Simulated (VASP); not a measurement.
# Yb (P6_3/mmc) in VASP: single point with PBE

Aim: the single point of Yb with PBE.

Program: VASP 6.6.1. These are calculated values, not measurements. Logs are shortened: lines on timing, memory, paths and dates and some standing lists are left out, and cuts for length are marked.

### 1 The cell of the first run

Symmetry: P6_3/mmc, No. 194, hexagonal system. Conventional cell: a = 3.685 Å, b = 3.685 Å, c = 6.035 Å, α = 90.00°, β = 90.00°, γ = 120.00°. Within 4.8 Å of Yb (site symmetry -6m2) lie 12 Yb at 3.69 Å.

This isn't the form of Yb at room conditions, which is fcc.

### 2 Single point, PBE

Input file INCAR:

```
  PREC = Accurate
  ENCUT = 520
  EDIFF = 1E-6
  ISMEAR = 0
  SIGMA = 0.05
  LREAL = False
  LASPH = True
  NELM = 80
  ALGO = Fast
  ISIF = 2
  LWAVE = False
  LCHARG = False
  GGA = PE
  NBANDS = 31
```

Input file KPOINTS:

```
Automatic mesh
0
Gamma
  12 12 8
```

Input file POSCAR:

```
Yb
1.0
    3.6851030507      0.0000000000      0.0000000000
   -1.8425515253      3.1913928575      0.0000000000
    0.0000000000      0.0000000000      6.0351786215
Yb
2
Direct
    0.3333333333      0.6666666667      0.7500000000
    0.6666666667      0.3333333333      0.2500000000
```

Potentials or basis: VASP PAW PBE potentials, release 64 (Yb).

Launch:

```sh
$ cat potpaw_PBE.64/Yb/POTCAR > POTCAR
$ mpirun -np 1 vasp_std > vasp.out
```

OUTCAR:

```text
PREC = Accurate
   ENCUT = 520
   EDIFF = 1E-6
   ISMEAR = 0
   LREAL = False
   LASPH = True
   NELM = 80
   ISIF = 2
   GGA = PE

 ion  position               nearest neighbor table
   1  0.333  0.667  0.750-   2 3.69   2 3.69   2 3.69   2 3.69   2 3.69   2 3.69
   2  0.667  0.333  0.250-   1 3.69   1 3.69   1 3.69   1 3.69   1 3.69   1 3.69

  LATTYP: Found a hexagonal cell.
 ALAT       =     3.6851030507
 C/A-ratio  =     1.6377231623

  Lattice vectors:

 A1 = (   3.6851030507,   0.0000000000,   0.0000000000)
 A2 = (  -1.8425515253,   3.1913928575,   0.0000000000)
 A3 = (   0.0000000000,   0.0000000000,   6.0351786215)

Analysis of symmetry for initial positions (statically):
=====================================================================
 Subroutine PRICEL returns:
 Original cell was already a primitive cell.

 Routine SETGRP: Setting up the symmetry group for a
 hexagonal supercell.

 Subroutine GETGRP returns: Found 24 space group operations
 (whereof 12 operations were pure point group operations)
 out of a pool of 24 trial point group operations.

The static configuration has the point symmetry D_3d.
 The point group associated with its full space group is D_6h.

Analysis of symmetry for dynamics (positions and initial velocities):
=====================================================================
 Subroutine PRICEL returns:
 Original cell was already a primitive cell.

 Routine SETGRP: Setting up the symmetry group for a
 hexagonal supercell.

 Subroutine GETGRP returns: Found 24 space group operations
 (whereof 12 operations were pure point group operations)
 out of a pool of 24 trial point group operations.

The dynamic configuration has the point symmetry D_3d.
 The point group associated with its full space group is D_6h.

 Subroutine INISYM returns: Found 24 space group operations
 (whereof 12 operations are pure point group operations),
 and found     1 'primitive' translations

----------------------------------------------------------------------------------------

                                     Primitive cell

  volume of cell :      70.9774

  direct lattice vectors                    reciprocal lattice vectors
     3.685103051  0.000000000  0.000000000     0.271362832  0.156671404  0.000000000
    -1.842551525  3.191392857  0.000000000     0.000000000  0.313342808  0.000000000
     0.000000000  0.000000000  6.035178622     0.000000000  0.000000000  0.165695179

  length of vectors
     3.685103051  3.685103051  6.035178622     0.313342808  0.313342808  0.165695179

  position of ions in fractional coordinates (direct lattice)
     0.333333333  0.666666667  0.750000000
     0.666666667  0.333333333  0.250000000

  ion indices of the primitive-cell ions
   primitive index   ion index
                 1           1
                 2           2

----------------------------------------------------------------------------------------

 KPOINTS: Automatic mesh

Automatic generation of k-mesh.
 Grid dimensions read from file:
 generate k-points for:   12   12    8

 Generating k-lattice:

  Cartesian coordinates                     Fractional coordinates (reciprocal lattice)
     0.022613569  0.013055950  0.000000000     0.083333333  0.000000000  0.000000000
     0.000000000  0.026111901  0.000000000     0.000000000  0.083333333  0.000000000
     0.000000000  0.000000000  0.020711897     0.000000000  0.000000000  0.125000000

  Length of vectors
     0.026111901  0.026111901  0.020711897

  Shift w.r.t. Gamma in fractional coordinates (k-lattice)
     0.000000000  0.000000000  0.000000000

 Subroutine IBZKPT returns following result:
 ===========================================

 Found     95 irreducible k-points:

 Following reciprocal coordinates:
            Coordinates               Weight
  0.000000  0.000000  0.000000      1.000000
  0.083333  0.000000  0.000000      6.000000
  0.166667  0.000000  0.000000      6.000000
  0.250000  0.000000  0.000000      6.000000
  0.333333  0.000000  0.000000      6.000000
  0.416667  0.000000  0.000000      6.000000
[... 16 lines left out ...]
  0.250000  0.000000  0.125000     12.000000
  0.333333  0.000000  0.125000     12.000000
 [... further k-points ...]
   k-points           NKPTS =     95   k-points in BZ     NKDIM =     95   number of bands    NBANDS=     31
   number of dos      NEDOS =    301   number of ions     NIONS =      2
   total plane-waves  NPLWV =  37632
   dimension x,y,z NGX =    28 NGY =   28 NGZ =   48
   dimension x,y,z NGXF=    56 NGYF=   56 NGZF=   96
   ions per type =               2
   NGX,Y,Z   is equivalent  to a cutoff of  12.63, 12.63, 13.22 a.u.
   NGXF,Y,Z  is equivalent  to a cutoff of  25.26, 25.26, 26.44 a.u.
 SYSTEM =  unknown system
   PREC   = accura    normal or accurate (medium, high low for compatibility)
   ISTART =      0    job   : 0-new  1-cont  2-samecut
   ICHARG =      2    charge: 1-file 2-atom 10-const
   ISPIN  =      1    spin polarized calculation?
   LNONCOLLINEAR =      F non collinear calculations
   LSORBIT =      F    spin-orbit coupling
   LASPH  =      T    aspherical Exc in radial PAW
   ENCUT  =  520.0 eV  38.22 Ry    6.18 a.u.   6.85  6.85 11.22*2*pi/ulx,y,z
   NELM   =     80;   NELMIN=  2; NELMDL= -5     # of ELM steps
   EDIFF  = 0.1E-05   stopping-criterion for ELM
   LREAL  =      F    real-space projection
   EDIFFG = 0.1E-04   stopping-criterion for IOM
   NSW    =      0    number of steps for IOM
   IBRION =     -1    ionic relax: 0-MD 1-quasi-New 2-CG
   NFREE  =      0    steps in history (QN), initial steepest desc. (CG)
   ISIF   =      2    stress and relaxation
   ISYM   =      2    0-nonsym 1-usesym 2-fastsym
   POTIM  = 0.5000    time-step for ionic-motion
   TEBEG  =    0.0;   TEEND  =   0.0 temperature during run
   PSTRESS=    0.0 pullay stress
   NELECT =      48.0000    total number of electrons
   NUPDOWN=      -1.0000    fix difference up-down
   EMIN   =  10.00;   EMAX   =-10.00  energy-range for DOS
   EFERMI =   0.00;   METHOD = LEGACY
   ISMEAR =     0;   SIGMA  =   0.05  broadening in eV -4-tet -1-fermi 0-gaus
   EFERMI_NEDOS =   21; number of points for ismear=-14 and -15
   IALGO  =     68    algorithm
   IMIX   =      4    mixing-type and parameters
     AMIX     =   0.40;   BMIX     =  1.00
     AMIX_MAG =   1.60;   BMIX_MAG =  1.00
  volume/ion in A,a.u.               =      35.49       239.49
  Fermi-wavevector in a.u.,A,eV,Ry     =   1.436973  2.715485 28.094548  2.064891
  Thomas-Fermi vector in A             =   2.556102
   LORBIT       =      0    0 simple, 1 ext, 2 COOP (PROOUT), +10 PAW based schemes
   GGA     = PE    functional components
   LHFCALC =     F    Hartree Fock is set to
   AEXX    =    0.0000 exact exchange contribution
   IVDW    =     0    specifies the selected vdW correction
   LEPSILON=     F    determine dielectric tensor
   LRPA    =     F    only Hartree local field effects (RPA)
 non-spin polarized calculation
 RMM-DIIS sequential band-by-band and
 Gauss-broadening in eV      SIGMA  =   0.05
  energy-cutoff  :      520.00
  volume of cell :       70.98
 maximum number of plane-waves:      1929
 NGX is ok and might be reduce to    28
   NGX = 13   NGY = 13   NGZ = 23

 number of electron      48.0000014 magnetization

 Free energy of the ion-electron system (eV)
  ---------------------------------------------------
  ext. energy  EPLUGINS =         0.00000000
  ---------------------------------------------------
  free energy    TOTEN  =        -7.13318434 eV

  energy without entropy =       -7.13064587  energy(sigma->0) =       -7.13191511

 E-fermi :   1.6032     XC(G=0):  -9.4972

 val. band max:        1.5997621542   @ k =   0.3333   0.1667   0.0000
 cond. band min:       1.6244126235   @ k =   0.2500   0.2500   0.1250
 fundamental gap:      0.0246504693
 Fermi energy:         1.6031585669

 k-point     1 :       0.0000    0.0000    0.0000
  band No.  band energies     occupation
      1     -50.0931      2.00000
      2     -50.0758      2.00000
      3     -22.6231      2.00000
      4     -22.3181      2.00000
      5     -22.3181      2.00000
      6     -22.2720      2.00000
[... 23 lines left out ...]
     30       5.0552      0.00000
     31       5.8113      0.00000

 k-point     2 :       0.0833    0.0000    0.0000
  band No.  band energies     occupation
      1     -50.0921      2.00000
      2     -50.0753      2.00000
      3     -22.6152      2.00000
      4     -22.3364      2.00000
      5     -22.3238      2.00000
      6     -22.2898      2.00000
[... 23 lines left out ...]
     30       5.2005      0.00000
     31       5.5522      0.00000

 k-point     3 :       0.1667    0.0000    0.0000
  band No.  band energies     occupation
      1     -50.0891      2.00000
      2     -50.0739      2.00000
      3     -22.5929      2.00000
      4     -22.3866      2.00000
      5     -22.3411      2.00000
      6     -22.3392      2.00000
[... 23 lines left out ...]
     30       5.1538      0.00000
     31       5.5364      0.00000

 k-point     4 :       0.2500    0.0000    0.0000
  band No.  band energies     occupation
      1     -50.0850      2.00000
      2     -50.0721      2.00000
      3     -22.5594      2.00000
      4     -22.4555      2.00000
      5     -22.4091      2.00000
      6     -22.3596      2.00000
[... 23 lines left out ...]
     30       5.6974      0.00000
     31       5.7162      0.00000

 k-point     5 :       0.3333    0.0000    0.0000
  band No.  band energies     occupation
      1     -50.0806      2.00000
      2     -50.0706      2.00000
      3     -22.5244      2.00000
      4     -22.5203      2.00000
      5     -22.4748      2.00000
      6     -22.3794      2.00000
[... 23 lines left out ...]
     30       6.3250      0.00000
     31       6.5830      0.00000
[... 542 lines left out ...]
     30       5.1167      0.00000
     31       5.8156      0.00000

 k-point    22 :       0.1667    0.0000    0.1250
  band No.  band energies     occupation
      1     -50.0885      2.00000
      2     -50.0745      2.00000
      3     -22.5833      2.00000
      4     -22.3834      2.00000
      5     -22.3494      2.00000
      6     -22.3371      2.00000
[... 23 lines left out ...]
     30       5.3419      0.00000
     31       5.5591      0.00000

 k-point    23 :       0.2500    0.0000    0.1250
  band No.  band energies     occupation
      1     -50.0845      2.00000
      2     -50.0726      2.00000
      3     -22.5562      2.00000
      4     -22.4484      2.00000
      5     -22.4161      2.00000
      6     -22.3571      2.00000
[... 23 lines left out ...]
     30       5.7481      0.00000
     31       6.1821      0.00000

 k-point    24 :       0.3333    0.0000    0.1250
  band No.  band energies     occupation
      1     -50.0802      2.00000
      2     -50.0710      2.00000
      3     -22.5485      2.00000
      4     -22.4948      2.00000
      5     -22.4750      2.00000
      6     -22.3766      2.00000
[... 23 lines left out ...]
     30       6.2849      0.00000
     31       6.5531      0.00000

 [... further k-points ...]

------------------------ aborting loop because EDIFF is reached ----------------------------------------

  FORCE on cell =-STRESS in cart. coord.  units (eV):
  Direction    XX          YY          ZZ          XY          YZ          ZX
  --------------------------------------------------------------------------------------
  -------------------------------------------------------------------------------------
  Total        3.0603910      3.0603910      3.1412984      0.0000000      0.0000000      0.0000000
  in kB       69.0824069     69.0824069     70.9087359      0.0000000      0.0000000      0.0000000
  external PRESSURE =      69.6911832 kB  Pullay stress =       0.0000000 kB

 VOLUME and BASIS-vectors are now :
 -----------------------------------------------------------------------------
  energy-cutoff  :      520.00
  volume of cell :       70.98
      direct lattice vectors                 reciprocal lattice vectors
     3.685103051  0.000000000  0.000000000     0.271362832  0.156671404  0.000000000
    -1.842551525  3.191392857  0.000000000     0.000000000  0.313342808  0.000000000
     0.000000000  0.000000000  6.035178622     0.000000000  0.000000000  0.165695179

 POSITION                                       TOTAL-FORCE (eV/Angst)
 -----------------------------------------------------------------------------------
     -0.00000      2.12760      4.52638        -0.000000     -0.000000      0.000000
      1.84255      1.06380      1.50879         0.000000      0.000000      0.000000
 -----------------------------------------------------------------------------------
    total drift:                               -0.000001      0.000000     -0.000000

  FREE ENERGIE OF THE ION-ELECTRON SYSTEM (eV)
  ---------------------------------------------------
  free  energy   TOTEN  =        -7.1331843418 eV

  energy  without entropy=       -7.1306458727  energy(sigma->0) =       -7.13191511
```

Run time: 16 min. Hardware: 1 thread of Oxide Virtual Turin-like, shared host; peak memory 0.29 GiB.

Results:

* Free energy: -7.1332 eV
* Pressure: 7.0 GPa
* Band gap on the k mesh: zero (bands 24 and 25 overlap by 0.31 eV)

Stress tensor (GPa, compression positive):
```
6.91 0.00 0.00
0.00 6.91 0.00
0.00 0.00 7.09
```

Levels at points of the mesh, in eV from the Fermi level:
```tsv
k point	band 21	band 22	band 23	band 24	band 25	band 26	band 27	band 28
(0.00, 0.00, 0.00)	-0.29	-0.29	-0.27	-0.26	0.41	2.84	2.86	2.86
(0.50, 0.00, 0.00)	-0.29	-0.28	-0.28	-0.27	-0.07	0.21	1.86	2.51
(0.00, 0.00, 0.50)	-0.28	-0.28	-0.26	-0.26	1.58	1.60	2.84	2.84
(0.50, 0.00, 0.50)	-0.29	-0.29	-0.28	-0.28	0.49	0.49	1.81	1.82
```

Caveat: the cell stands under pressure; spin-orbit coupling is left out, which moves the levels of the heavy elements. Spin polarisation is off, so any magnetic state and its effect on volume and gap are missing.

The gap in the log of VASP goes by the Fermi energy; the results here count the filled bands.